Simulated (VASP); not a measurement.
# Re (Pm-3m) in VASP: notebook

Runs on Re. Level: r2SCAN. Tasks: relaxation of cell and atoms.

All numbers are computed with VASP 6.6.1; they aren't measurements. Logs are shortened: lines on timing, memory, paths and dates and some standing lists are left out, and cuts for length are marked.

### 1 The cell of the first run

The structure is cubic, space group Pm-3m (No. 221). The conventional cell has a = 2.530 Å, b = 2.530 Å, c = 2.530 Å, α = 90.00°, β = 90.00°, γ = 90.00°. Within 3.3 Å of Re (site symmetry m-3m) lie 6 Re at 2.53 Å.

### 2 Relaxation of cell and atoms, r2SCAN

File POSCAR:

```
Re
1.0
    2.5300000000      0.0000000000      0.0000000000
    0.0000000000      2.5300000000      0.0000000000
    0.0000000000      0.0000000000      2.5300000000
Re
1
Direct
    0.0000000000      0.0000000000      0.0000000000
```

File INCAR.step1:

```
  PREC = Accurate
  ENCUT = 600
  ISMEAR = 1
  SIGMA = 0.05
  LREAL = F
  LASPH = T
  NELM = 80
  GGA = PE
  ALGO = Normal
  EDIFF = 1E-4
  LWAVE = T
  LCHARG = F
```

File INCAR.step2:

```
  PREC = Accurate
  ENCUT = 600
  EDIFF = 1E-7
  ISMEAR = 1
  SIGMA = 0.05
  LREAL = F
  LASPH = T
  NELM = 80
  ALGO = Normal
  ISIF = 3
  LWAVE = F
  LCHARG = F
  METAGGA = R2SCAN
  LMIXTAU = T
  IBRION = 2
  NSW = 80
  EDIFFG = -0.01
  ISTART = 1
```

File KPOINTS:

```
Automatic mesh
0
Gamma
  10 10 10
```

Potentials or basis: VASP PAW PBE potentials, release 64 (Re).

Command:

```sh
$ cat potpaw_PBE.64/Re/POTCAR > POTCAR
$ cp INCAR.step1 INCAR
$ mpirun -np 1 vasp_std > vasp.out
$ cp INCAR.step2 INCAR
$ mpirun -np 1 vasp_std > vasp.out
```

OUTCAR:

```text
PREC = Accurate
   ENCUT = 600
   EDIFF = 1E-7
   ISMEAR = 1
   LREAL = F
   LASPH = T
   NELM = 80
   ISIF = 3
   METAGGA = R2SCAN
   IBRION = 2
   NSW = 80
   EDIFFG = -0.01
   ISTART = 1

 ion  position               nearest neighbor table
   1  0.000  0.000  0.000-

  LATTYP: Found a simple cubic cell.
 ALAT       =     2.5300000000

  Lattice vectors:

 A1 = (   2.5300000000,   0.0000000000,   0.0000000000)
 A2 = (   0.0000000000,   2.5300000000,   0.0000000000)
 A3 = (   0.0000000000,   0.0000000000,   2.5300000000)

Analysis of symmetry for initial positions (statically):
=====================================================================
 Subroutine PRICEL returns:
 Original cell was already a primitive cell.

 Routine SETGRP: Setting up the symmetry group for a
 simple cubic supercell.

 Subroutine GETGRP returns: Found 48 space group operations
 (whereof 48 operations were pure point group operations)
 out of a pool of 48 trial point group operations.

The static configuration has the point symmetry O_h .

Analysis of symmetry for dynamics (positions and initial velocities):
=====================================================================
 Subroutine PRICEL returns:
 Original cell was already a primitive cell.

 Routine SETGRP: Setting up the symmetry group for a
 simple cubic supercell.

 Subroutine GETGRP returns: Found 48 space group operations
 (whereof 48 operations were pure point group operations)
 out of a pool of 48 trial point group operations.

The dynamic configuration has the point symmetry O_h .

 Subroutine INISYM returns: Found 48 space group operations
 (whereof 48 operations are pure point group operations),
 and found     1 'primitive' translations

----------------------------------------------------------------------------------------

                                     Primitive cell

  volume of cell :      16.1943

  direct lattice vectors                    reciprocal lattice vectors
     2.530000000  0.000000000  0.000000000     0.395256917  0.000000000  0.000000000
     0.000000000  2.530000000  0.000000000     0.000000000  0.395256917  0.000000000
     0.000000000  0.000000000  2.530000000     0.000000000  0.000000000  0.395256917

  length of vectors
     2.530000000  2.530000000  2.530000000     0.395256917  0.395256917  0.395256917

  position of ions in fractional coordinates (direct lattice)
     0.000000000  0.000000000  0.000000000

  ion indices of the primitive-cell ions
   primitive index   ion index
                 1           1

----------------------------------------------------------------------------------------

 KPOINTS: Automatic mesh

Automatic generation of k-mesh.
 Grid dimensions read from file:
 generate k-points for:   10   10   10

 Generating k-lattice:

  Cartesian coordinates                     Fractional coordinates (reciprocal lattice)
     0.039525692  0.000000000  0.000000000     0.100000000  0.000000000  0.000000000
     0.000000000  0.039525692  0.000000000     0.000000000  0.100000000  0.000000000
     0.000000000  0.000000000  0.039525692     0.000000000  0.000000000  0.100000000

  Length of vectors
     0.039525692  0.039525692  0.039525692

  Shift w.r.t. Gamma in fractional coordinates (k-lattice)
     0.000000000  0.000000000  0.000000000

 Subroutine IBZKPT returns following result:
 ===========================================

 Found     56 irreducible k-points:

 Following reciprocal coordinates:
            Coordinates               Weight
  0.000000  0.000000  0.000000      1.000000
  0.100000  0.000000  0.000000      6.000000
  0.200000  0.000000  0.000000      6.000000
  0.300000  0.000000  0.000000      6.000000
  0.400000  0.000000  0.000000      6.000000
  0.500000  0.000000  0.000000      3.000000
[... 16 lines left out ...]
  0.200000  0.100000  0.100000     24.000000
  0.300000  0.100000  0.100000     24.000000
 [... further k-points ...]
   k-points           NKPTS =     56   k-points in BZ     NKDIM =     56   number of bands    NBANDS=      7
   number of dos      NEDOS =    301   number of ions     NIONS =      1
   total plane-waves  NPLWV =   8000
   dimension x,y,z NGX =    20 NGY =   20 NGZ =   20
   dimension x,y,z NGXF=    40 NGYF=   40 NGZF=   40
   ions per type =               1
   NGX,Y,Z   is equivalent  to a cutoff of  13.14, 13.14, 13.14 a.u.
   NGXF,Y,Z  is equivalent  to a cutoff of  26.28, 26.28, 26.28 a.u.
 SYSTEM =  unknown system
   PREC   = accura    normal or accurate (medium, high low for compatibility)
   ISTART =      1    job   : 0-new  1-cont  2-samecut
   ICHARG =      0    charge: 1-file 2-atom 10-const
   ISPIN  =      1    spin polarized calculation?
   LNONCOLLINEAR =      F non collinear calculations
   LSORBIT =      F    spin-orbit coupling
   LASPH  =      T    aspherical Exc in radial PAW
   ENCUT  =  600.0 eV  44.10 Ry    6.64 a.u.   5.05  5.05  5.05*2*pi/ulx,y,z
   NELM   =     80;   NELMIN=  2; NELMDL=  0     # of ELM steps
   EDIFF  = 0.1E-06   stopping-criterion for ELM
   LREAL  =      F    real-space projection
   EDIFFG = -.1E-01   stopping-criterion for IOM
   NSW    =     80    number of steps for IOM
   IBRION =      2    ionic relax: 0-MD 1-quasi-New 2-CG
   NFREE  =      1    steps in history (QN), initial steepest desc. (CG)
   ISIF   =      3    stress and relaxation
   ISYM   =      2    0-nonsym 1-usesym 2-fastsym
   POTIM  = 0.5000    time-step for ionic-motion
   TEBEG  =    0.0;   TEEND  =   0.0 temperature during run
   PSTRESS=    0.0 pullay stress
   NELECT =       7.0000    total number of electrons
   NUPDOWN=      -1.0000    fix difference up-down
   EMIN   =  10.00;   EMAX   =-10.00  energy-range for DOS
   EFERMI =   0.00;   METHOD = LEGACY
   ISMEAR =     1;   SIGMA  =   0.05  broadening in eV -4-tet -1-fermi 0-gaus
   EFERMI_NEDOS =   21; number of points for ismear=-14 and -15
   IALGO  =     38    algorithm
   IMIX   =      4    mixing-type and parameters
     AMIX     =   0.40;   BMIX     =  1.00
     AMIX_MAG =   1.60;   BMIX_MAG =  1.00
  volume/ion in A,a.u.               =      16.19       109.28
  Fermi-wavevector in a.u.,A,eV,Ry     =   1.237809  2.339120 20.846456  1.532171
  Thomas-Fermi vector in A             =   2.372361
   LORBIT       =      0    0 simple, 1 ext, 2 COOP (PROOUT), +10 PAW based schemes
   METAGGA = R2SCAN    functional components
   LHFCALC =     F    Hartree Fock is set to
   AEXX    =    0.0000 exact exchange contribution
   IVDW    =     0    specifies the selected vdW correction
   LEPSILON=     F    determine dielectric tensor
   LRPA    =     F    only Hartree local field effects (RPA)
 conjugate gradient relaxation of ions
 non-spin polarized calculation
 Methfessel and Paxton  Order N= 1 SIGMA  =   0.05
  energy-cutoff  :      600.00
  volume of cell :       16.19
 maximum number of plane-waves:       554
   NGX = 11   NGY = 11   NGZ = 11

--------------------------------------- Ionic step        1  -------------------------------------------

 number of electron       6.9999998 magnetization

 Free energy of the ion-electron system (eV)
  ---------------------------------------------------
  ext. energy  EPLUGINS =         0.00000000
  ---------------------------------------------------
  free energy    TOTEN  =       -51.05443338 eV

  energy without entropy =      -51.05439052  energy(sigma->0) =      -51.05441909

------------------------ aborting loop because EDIFF is reached ----------------------------------------

  FORCE on cell =-STRESS in cart. coord.  units (eV):
  Direction    XX          YY          ZZ          XY          YZ          ZX
  --------------------------------------------------------------------------------------
  -------------------------------------------------------------------------------------
  Total        1.0335063      1.0335063      1.0335063      0.0000000      0.0000000     -0.0000000
  in kB      102.2497295    102.2497295    102.2497295      0.0000000      0.0000000     -0.0000000
  external PRESSURE =     102.2497295 kB  Pullay stress =       0.0000000 kB
[... 90 lines left out ...]
  energy  without entropy=      -51.0713565491  energy(sigma->0) =      -51.07133450

--------------------------------------- Ionic step        4  -------------------------------------------

 number of electron       7.0000000 magnetization

 Free energy of the ion-electron system (eV)
  ---------------------------------------------------
  ext. energy  EPLUGINS =         0.00000000
  ---------------------------------------------------
  free energy    TOTEN  =       -51.07136484 eV

  energy without entropy =      -51.07139891  energy(sigma->0) =      -51.07137620

 E-fermi :   6.7691     XC(G=0): -13.9214

 val. band max:        6.7037235164   @ k =   0.5000   0.0000   0.0000
 cond. band min:       6.7710072176   @ k =   0.5000   0.1000   0.0000
 fundamental gap:      0.0672837013
 Fermi energy:         6.7691487054

 k-point     1 :       0.0000    0.0000    0.0000
  band No.  band energies     occupation
      1      -2.9742      2.00000
      2       0.8988      2.00000
      3       0.8988      2.00000
      4      10.5423      0.00000
      5      10.5423      0.00000
      6      10.5423      0.00000
      7      23.1770      0.00000
[... 221 lines left out ...]
 k-point    24 :       0.3000    0.1000    0.1000
  band No.  band energies     occupation
      1      -0.0034      2.00000
      2       2.1361      2.00000
      3       3.9748      2.00000
      4       7.2036     -0.00000
      5       7.7116     -0.00000
      6       9.8706      0.00000
      7      17.5064      0.00000

 [... further k-points ...]
[... 5 lines left out ...]
  --------------------------------------------------------------------------------------
  -------------------------------------------------------------------------------------
  Total       -0.0008812     -0.0008812     -0.0008812      0.0000000     -0.0000000      0.0000000
  in kB       -0.0843128     -0.0843128     -0.0843128      0.0000000     -0.0000000      0.0000000
  external PRESSURE =      -0.0843128 kB  Pullay stress =       0.0000000 kB
[... 16 lines left out ...]
  FREE ENERGIE OF THE ION-ELECTRON SYSTEM (eV)
  ---------------------------------------------------
  free  energy   TOTEN  =       -51.0713648422 eV

  energy  without entropy=      -51.0713989068  energy(sigma->0) =      -51.07137620

 reached required accuracy - stopping structural energy minimisation
```

Run time: 43 s. Hardware: 1 thread of Intel Xeon 6975P-C (Granite Rapids), shared host; peak memory 0.14 GiB.

Results:

| Property | Result |
| --- | --- |
| Free energy | -51.0714 eV |
| Relaxed volume | 16.74 Å³/atom |
| Relaxed cell | a = 2.558 Å, b = 2.558 Å, c = 2.558 Å, α = 90.00°, β = 90.00°, γ = 90.00° |
| Space group after relaxing (to 0.05 Å) | Pm-3m (No. 221) |
| Energy gained by relaxing | 16.9 meV/atom |
| Ionic steps | 4 |
| Pressure after relaxing | 0.0 GPa |

Step by step:
```tsv
step	energy change (eV)	largest force (eV/Å)	pressure (GPa)	volume (Å³)
1	0.0000	0.0000	10.22	16.19
2	0.1553	0.0000	-24.91	18.74
3	-0.0169	0.0000	-0.45	16.77
4	-0.0169	0.0000	-0.01	16.74
```

Final structure:
```
Re
1.0
     2.55834    0.00000    0.00000
     0.00000    2.55834    0.00000
     0.00000    0.00000    2.55834
Re
1
Direct
  0.00000 0.00000 0.00000
```

Levels at points of the mesh, in eV from the Fermi level:
| k point | band 1 | band 2 | band 3 | band 4 | band 5 | band 6 |
| --- | --- | --- | --- | --- | --- | --- |
| (0.00, 0.00, 0.00) | -9.74 | -5.87 | -5.87 | 3.77 | 3.77 | 3.77 |
| (0.50, 0.00, 0.00) | -6.21 | -4.87 | -1.05 | -0.07 | -0.07 | 4.17 |
| (0.50, 0.50, 0.00) | -6.74 | -4.19 | 0.69 | 0.69 | 4.91 | 4.91 |
| (0.50, 0.50, 0.50) | -5.10 | -5.10 | -5.10 | 6.64 | 6.64 | 8.69 |

Caveat: the PAW data sets were made with another functional, which shifts forces and pressure a little; spin-orbit coupling is left out, which moves the levels of the heavy elements.

### 3 Relaxation of cell and atoms, r2SCAN

This run uses another cell than the first one, of 16.80 Å³/atom, 1.037 times its volume.

File POSCAR:

```
Re
1.0
    2.5609354111      0.0000000000      0.0000000000
    0.0000000000      2.5609354111      0.0000000000
    0.0000000000      0.0000000000      2.5609354111
Re
1
Direct
    0.0000000000      0.0000000000      0.0000000000
```

File INCAR.step1:

```
SYSTEM = Re
  PREC = Accurate
  ENCUT = 600
  ISMEAR = 1
  SIGMA = 0.05
  LREAL = .FALSE.
  LASPH = .TRUE.
  NELM = 80
  GGA = PE
  ALGO = Normal
  EDIFF = 1E-4
  LWAVE = .TRUE.
  LCHARG = .FALSE.
```

File INCAR.step2:

```
SYSTEM = Re
  PREC = Accurate
  ENCUT = 600
  EDIFF = 1E-6
  ISMEAR = 1
  SIGMA = 0.05
  LREAL = .FALSE.
  LASPH = .TRUE.
  NELM = 80
  ALGO = Normal
  ISIF = 3
  LWAVE = .FALSE.
  LCHARG = .FALSE.
  METAGGA = R2SCAN
  LMIXTAU = .TRUE.
  IBRION = 2
  NSW = 80
  EDIFFG = -0.01
  ISTART = 1
```

File KPOINTS:

```
Automatic mesh
0
G
  10 10 10
  0 0 0
```

Potentials or basis: VASP PAW PBE potentials, release 64 (Re).

Command:

```sh
$ cat potpaw_PBE.64/Re/POTCAR > POTCAR
$ cp INCAR.step1 INCAR
$ mpirun -np 1 vasp_std > vasp.out
$ cp INCAR.step2 INCAR
$ mpirun -np 1 vasp_std > vasp.out
```

Run time: 28 s. Hardware: 1 thread of Intel Xeon 6975P-C (Granite Rapids), shared host; peak memory 0.14 GiB.

The run converged. Its results:

| Property | Result |
| --- | --- |
| Free energy | -51.0715 eV |
| Relaxed volume | 16.74 Å³/atom |
| Relaxed cell | a = 2.558 Å, b = 2.558 Å, c = 2.558 Å, α = 90.00°, β = 90.00°, γ = 90.00° |
| Space group after relaxing (to 0.05 Å) | Pm-3m (No. 221) |
| Energy gained by relaxing | 0.1 meV/atom |
| Ionic steps | 3 |
| Pressure after relaxing | 0.0 GPa |

Step by step:
```
step  energy change (eV)  largest force (eV/Å)  pressure (GPa)  volume (Å³)
   1              0.0000                0.0000           -0.86        16.80
   2              0.0014                0.0000            2.96        16.58
   3             -0.0001                0.0000            0.01        16.74
```

Final structure:
```
Re
1.0
     2.55824    0.00000    0.00000
     0.00000    2.55824    0.00000
     0.00000    0.00000    2.55824
Re
1
Cartesian
  0.0000 0.0000 0.0000
```

Levels at points of the mesh, in eV from the Fermi level:
```tsv
k point	band 1	band 2	band 3	band 4	band 5	band 6
(0.00, 0.00, 0.00)	-9.74	-5.87	-5.87	3.77	3.77	3.77
(0.50, 0.00, 0.00)	-6.21	-4.87	-1.05	-0.07	-0.07	4.17
(0.50, 0.50, 0.00)	-6.74	-4.19	0.69	0.69	4.91	4.91
(0.50, 0.50, 0.50)	-5.10	-5.10	-5.10	6.64	6.64	8.69
```

Caveat: the PAW data sets were made with another functional, which shifts forces and pressure a little; spin-orbit coupling is left out, which moves the levels of the heavy elements.
